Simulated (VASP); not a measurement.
Set up this calculation in VASP 6.6.1, as the native input.

| Item | Value |
| --- | --- |
| Task | single point |
| Functional | PBE |
| Potentials or basis | VASP PAW PBE potentials, release 64 (Al, Co, Ni) |
| Cutoff | 600 eV |
| k mesh | 4 × 4 × 4 |
| Occupations | gaussian, width 0.1 eV |
| Spin | collinear spin, ferromagnetic start |
| Starting moments | [0.0, 0.0, 0.0, 0.0, 3.0, 3.0, 3.0, 2.0] μB |
| Dipole correction | no |
| Further INCAR settings | ALGO = Normal; EDIFF = 1e-06; NBANDS = 38 |

The structure of Al4Co3Ni lies in POSCAR:

```
Al4Co3Ni
1.0
    4.0644420057      0.0000000000      0.0000000000
    0.0000000000      4.0644420057      0.0000000000
    0.0000000000      0.0000000000      5.7002439062
Al Co Ni
4 3 1
Direct
    0.0000000000      0.5000000000      0.7527532379
    0.0000000000      0.5000000000      0.2472467621
    0.5000000000      0.0000000000      0.7527532379
    0.5000000000      0.0000000000      0.2472467621
    0.0000000000      0.0000000000      0.0000000000
    0.0000000000      0.0000000000      0.5000000000
    0.5000000000      0.5000000000      0.0000000000
    0.5000000000      0.5000000000      0.5000000000
```

The input as run:

INCAR

```
SYSTEM = Al4Co3Ni
PREC = Accurate ; ENCUT = 600
EDIFF = 1E-6 ; ISMEAR = 0
SIGMA = 0.1 ; LREAL = .False.
LASPH = .True. ; NELM = 200
ALGO = Normal ; ISIF = 2
LWAVE = .False. ; LCHARG = .True.
ISPIN = 2 ; MAGMOM = 0 0 0 0 3 3 3 2
LORBIT = 11 ; LMAXMIX = 4
GGA = PE ; LELF = .True.
LVHAR = .True. ; NBANDS = 38
GGA_COMPAT = .False.
```

KPOINTS

```
regular mesh
0
Gamma
  4 4 4
  0 0 0
```

Potentials or basis: VASP PAW PBE potentials, release 64 (Al, Co, Ni).

Command:

```bash
$ cat potpaw_PBE.64/Al/POTCAR potpaw_PBE.64/Co/POTCAR potpaw_PBE.64/Ni/POTCAR > POTCAR
$ mpirun -np 1 vasp_std > vasp.out
```

Results of the run:

```
Pressure                                              : -0.2 GPa
Largest force                                         : 0.006 eV/Å
Net moment                                            : 0.76 μB per cell
Site moments                                          : Al -0.01; Co +0.36, +0.14, +0.33; Ni +0.03 μB
Valence electrons inside the program's atomic spheres : Al 0.81; Co 8.43, 8.42, 8.44; Ni 9.46
```

Caveat: the k points lie up to 0.39 Å⁻¹ apart.

It took 4.7 min on 1 thread of Oxide Virtual Turin-like Processor, with other jobs on the host, peak memory 0.29 GiB.
